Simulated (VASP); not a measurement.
Runs of VASP 6.6.1 on MgO. The structure is that of space group Fm-3m (No. 225), or close to it. The cells are those of the table. 

| task | cell | k mesh | smearing | gap on the mesh (eV) | pressure (GPa) | relaxed volume (Å³/atom) |
| --- | --- | --- | --- | --- | --- | --- |
| relaxation of cell and atoms | relaxed from a = 2.915 Å, angles 60.0°, 2 atoms | 8 × 8 × 8 | gaussian 0.1 eV | 4.66 | 0.0 | 9.32 |
| single point | a = 2.980 Å, angles 60.0°, 2 atoms | 10 × 10 × 10 | gaussian 0.02 eV | (a) | (b) | - |
| relaxation of cell and atoms | relaxed from a = 2.979 Å, angles 60.0°, 2 atoms | 10 × 10 × 10 | gaussian 0.02 eV | 4.66 | 0.0 | 9.31 |
| single point | a = 2.915 Å, angles 60.0°, 2 atoms | 8 × 8 × 8 | gaussian 0.1 eV | 5.29 | 11.4 | - |
| single point | a = 2.979 Å, angles 60.0°, 2 atoms | 8 × 8 × 8 | gaussian 0.1 eV | 4.63 | -0.6 | - |

Alike in all rows: level PBEsol; potentials or basis VASP PAW PBE potentials, release 64 (Mg, O); no spin polarisation; cutoff (eV) 600.

Question: Estimate the missing entries.

Answer: (a) 4.62; (b) -0.7.

Caveats: the PAW data sets were made with another functional, which shifts forces and pressure a little.

